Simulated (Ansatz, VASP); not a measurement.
# One calculation of Rh, two programs

File INCAR:

```
SYSTEM = Rh
PREC     = Accurate       ! precision mode
ENCUT    = 500            ! plane-wave cutoff, eV
EDIFF    = 1E-6           ! SCF threshold, eV
ISMEAR   = 0              ! smearing method
SIGMA    = 0.1            ! smearing width, eV
LREAL    = .FALSE.        ! projectors in reciprocal space
LASPH    = .TRUE.         ! aspherical terms in the spheres
NELM     = 200            ! most SCF steps
ALGO     = Normal         ! electronic algorithm
ISIF     = 2              ! what is computed and relaxed
LWAVE    = .FALSE.        ! write WAVECAR
LCHARG   = .FALSE.        ! write CHGCAR
ISPIN    = 2              ! spin polarisation
MAGMOM   = 3 1            ! initial moments
LORBIT   = 11             ! projections on sites
LMAXMIX  = 4              ! l up to which the mixer works
GGA      = PE             ! functional
NBANDS   = 26             ! bands
GGA_COMPAT= .FALSE.
```

File KPOINTS:

```
Automatic mesh
0
G
  18 18 10
  0 0 0
```

File POSCAR:

```
Rh
1.0
    2.7248648789      0.0000000000      0.0000000000
   -1.3624324395      2.3598022070      0.0000000000
    0.0000000000      0.0000000000      4.3851186793
Rh
2
Direct
    0.6666666667      0.3333333333      0.7500000000
    0.3333333333      0.6666666667      0.2500000000
```

Input for Ansatz:

```yaml
crystal:
  lattice:
    - [2.7248648789, 0.0, 0.0]
    - [-1.3624324395, 2.359802207, 0.0]
    - [0.0, 0.0, 4.3851186793]
  atoms:
    - { symbol: Rh, position: [0.6666666667, 0.3333333333, 0.75], spin: 3.0 }
    - { symbol: Rh, position: [0.3333333333, 0.6666666667, 0.25], spin: 1.0 }
kpoints:
  mp_grid: { grid: [18, 18, 10] }
hamiltonian:
  xc: pbe
  pseudopotentials: { kind: paw, azcp: { folder: soft_1 } }
scf:
  occupations: { method: gaussian, width: 0.1 }
output:
  forces: true
  eigenvalues: true
  stress: true
magnetization:
  spin_polarized: true
```

Alike in both runs: task single point; functional PBE; k mesh 18 × 18 × 10; occupations gaussian, width 0.1 eV; collinear spin.

|  | VASP | Ansatz |
| --- | --- | --- |
| version | VASP 6.6.1 | Ansatz 0.2.0 |
| potentials or method | VASP PAW PBE potentials, release 64 (Rh_pv) | scalar-relativistic, plane waves, PAW |
| plane-wave cutoff (eV) | 500 | 420 |
| valence electrons in the cell | 30 | 34 |

|  | VASP | Ansatz | Ansatz less VASP |
| --- | --- | --- | --- |
| gap on the k mesh at the Fermi level (eV) | none | none | - |
| pressure (GPa) | 0.0 | 0.0 | -0.04 |
| net moment per atom (μB) | 0.00 | 0.00 | 0.000 |

A gap of «none» marks a metal or a gap that the smearing closes. The functional is the same, so the differences come from potentials, cutoffs and numerics. VASP's potentials hold 30 valence electrons a cell and Ansatz's 34, so a difference there can come from the potentials and not from the codes. Ansatz's warnings: seeded moment not kept.
